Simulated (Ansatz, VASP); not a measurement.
**Sb in VASP and in Ansatz**

Contents of INCAR:

```
SYSTEM = Sb
ALGO = Normal
EDIFF = 1E-6
ENCUT = 500
GGA = PS
GGA_COMPAT = .FALSE.
ISIF = 2
ISMEAR = -1
LASPH = .TRUE.
LCHARG = .FALSE.
LNONCOLLINEAR = .TRUE.
LORBIT = 11
LORBMOM = .TRUE.
LREAL = .FALSE.
LSORBIT = .TRUE.
LWAVE = .FALSE.
MAGMOM = 0 0 0 0 0 0
NBANDS = 42
NELM = 200
PREC = Accurate
SIGMA = 0.05
```

File KPOINTS:

```
k-points
0
G
  6 6 6
  0 0 0
```

File POSCAR:

```
Sb
1.0
    2.1542000000      1.2437279499      3.7580000000
   -2.1542000000      1.2437279499      3.7580000000
    0.0000000000     -2.4874558998      3.7580000000
Sb
2
Direct
    0.7665100000      0.7665100000      0.7665100000
    0.2334900000      0.2334900000      0.2334900000
```

input.yaml

```yaml
crystal:
  lattice:
    - [2.1542, 1.2437279499, 3.758]
    - [-2.1542, 1.2437279499, 3.758]
    - [0.0, -2.4874558998, 3.758]
  atoms:
    - { symbol: Sb, position: [0.76651, 0.76651, 0.76651] }
    - { symbol: Sb, position: [0.23349, 0.23349, 0.23349] }
hamiltonian:
  xc: pbesol
  pseudopotentials: { kind: paw_fr }
magnetization:
  noncollinear: true
  spin_orbit: true
kpoints:
  mp_grid: { grid: [6, 6, 6] }
  band_path:
    path:
      - [[0.0, 0.0, 0.0], [0.5, 0.0, 0.0], [0.5, 0.2396873643, -0.2396873643]]
      - [[0.7603126357, 0.5, 0.2396873643], [0.5, 0.5, 0.5], [0.0, 0.0, 0.0], [0.3698436821, 0.0, -0.3698436821]]
      - [[0.6301563179, 0.3698436821, 0.0], [0.5, 0.5, 0.0], [0.6301563179, 0.6301563179, 0.2396873643], [0.5, 0.5, 0.5]]
      - [[0.5, 0.0, 0.0], [0.7603126357, 0.3698436821, 0.3698436821]]
    npoints: 14
scf:
  occupations: { method: fermi_dirac, width: 0.05 }
  n_extra_bands: 6
output:
  forces: true
  stress: true
  eigenvalues: true
  fatbands: true
```

Alike in both runs: functional PBEsol; k mesh 6 × 6 × 6; occupations fermi-dirac, width 0.05 eV; non-collinear spin, spin-orbit coupling.

|  | VASP | Ansatz |
| --- | --- | --- |
| version | VASP 6.6.1 | Ansatz 0.2.0 |
| potentials or method | VASP PAW PBE potentials, release 64 (Sb_d_GW) | Ansatz PAW |
| plane-wave cutoff (eV) | 500 | 420 |
| valence electrons in the cell | 30 | 30 |
| task | single point | band structure |

|  | VASP | Ansatz | Ansatz less VASP |
| --- | --- | --- | --- |
| pressure (GPa) | 0.1 | 0.1 | +0.01 |
| traceless stress, the component that is largest in VASP (GPa) | -0.24 | -0.24 | +0.001 |
| rms of the force components (eV/Å) | 0.009 | 0.009 | -0.0002 |

VASP's potentials were made for PBE, not for PBEsol. Atom by atom the forces differ by 0.000 eV/Å (rms over components).
